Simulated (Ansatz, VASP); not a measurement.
## CoSi2: VASP beside Ansatz

```
Co Si
1.0
     0.00000    2.44821    2.44821
     2.44821    0.00000    2.44821
     2.44821    2.44821    0.00000
Co Si
1 2
Direct
  0.00000 0.00000 0.00000
  0.25000 0.25000 0.25000
  0.75000 0.75000 0.75000
```

Change from the starting cell: volume scaled by 0.8, LAPW.

Alike in both runs: task single point; functional LDA; k mesh 10 × 10 × 10; occupations fermi-dirac, width 0.1 eV; no spin polarisation.

|  | VASP | Ansatz |
| --- | --- | --- |
| version | VASP 6.6.1 | Ansatz 0.2.0 |
| potentials or method | VASP PAW LDA potentials, release 64 (Co, Si), cutoff 520 eV | all-electron LAPW, scalar-relativistic |

|  | VASP | Ansatz | Ansatz less VASP |
| --- | --- | --- | --- |
| pressure (GPa) | 74.8 | 73.6 | -1.18 |

LDA's correlation is that of Perdew and Zunger in VASP and of Perdew and Wang (1992) in Ansatz. Both programs put the cell under a high pressure, so it lies far from rest at this level. Ansatz ran all-electron here, and VASP with PAW potentials.

Noted on VASP's run: the cell as given lies far from equilibrium.
